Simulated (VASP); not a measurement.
A run of VASP 6.6.1 is set up as follows.

INCAR

```
PREC     = Accurate       # precision mode
ENCUT    = 520            # plane-wave cutoff, eV
EDIFF    = 1E-6           # SCF threshold, eV
ISMEAR   = 0              # smearing method
SIGMA    = 0.1            # smearing width, eV
LREAL    = False          # projectors in reciprocal space
LASPH    = True           # aspherical terms in the spheres
NELM     = 80             # most SCF steps
ALGO     = Normal         # electronic algorithm
ISIF     = 2              # what is computed and relaxed
LWAVE    = False          # write WAVECAR
LCHARG   = False          # write CHGCAR
LDIPOL   = True         
IDIPOL   = 3            
DIPOL    = 0.5 0.5 0.323
GGA      = PE             # functional
NBANDS   = 98             # bands
```

Contents of KPOINTS:

```
Automatic mesh
0
Gamma
  5 5 1
```

The input POSCAR:

```
SiW12
1.0
    5.7094426449      0.0000000000      0.0000000000
    0.0000000000      5.7094426449      0.0000000000
    0.0000000000      0.0000000000     19.4446428585
W Si
12 1
Direct
    0.2500000000      0.2500000000      0.2057121866
    0.2500000000      0.7500000000      0.2057121866
    0.7500000000      0.2500000000      0.2057121866
    0.7500000000      0.7500000000      0.2057121866
    0.0000000000      0.0000000000      0.3071173000
    0.0000000000      0.5000000000      0.3071173000
    0.5000000000      0.0000000000      0.3071173000
    0.5000000000      0.5000000000      0.3071173000
    0.2500000000      0.2500000000      0.4085774635
    0.2500000000      0.7500000000      0.4085774635
    0.7500000000      0.2500000000      0.4085774635
    0.7500000000      0.7500000000      0.4085774635
    0.2500000000      0.4166666667      0.5184038248
```

Potentials or basis: VASP PAW PBE potentials, release 64 (W_sv, Si).

The run is started by

```sh
$ cat potpaw_PBE.64/W_sv/POTCAR potpaw_PBE.64/Si/POTCAR > POTCAR
$ mpirun -np 1 vasp_std > vasp.out
```

Q: Estimate the largest force.

A: 1.014 eV/Å.

Q: Predict the band gap on the k mesh.

A: Zero (bands 86 and 87 overlap by 0.18 eV).

Forces in eV/Å, atoms in the order of the input:
```
W    0.000 -0.101  0.137
W    0.000  0.109 -0.031
W    0.000  0.063 -0.113
W    0.000 -0.049 -0.173
W   -0.111 -0.116 -0.241
W   -0.293  0.193 -0.278
W    0.111 -0.116 -0.241
W    0.293  0.193 -0.278
W    0.000 -0.647 -0.311
W    0.000 -0.452  0.868
W    0.000  0.214  0.353
W    0.000 -0.304  0.292
Si   0.000  1.014  0.014
```

Caveat: spin-orbit coupling is left out, which moves the levels of the heavy elements.
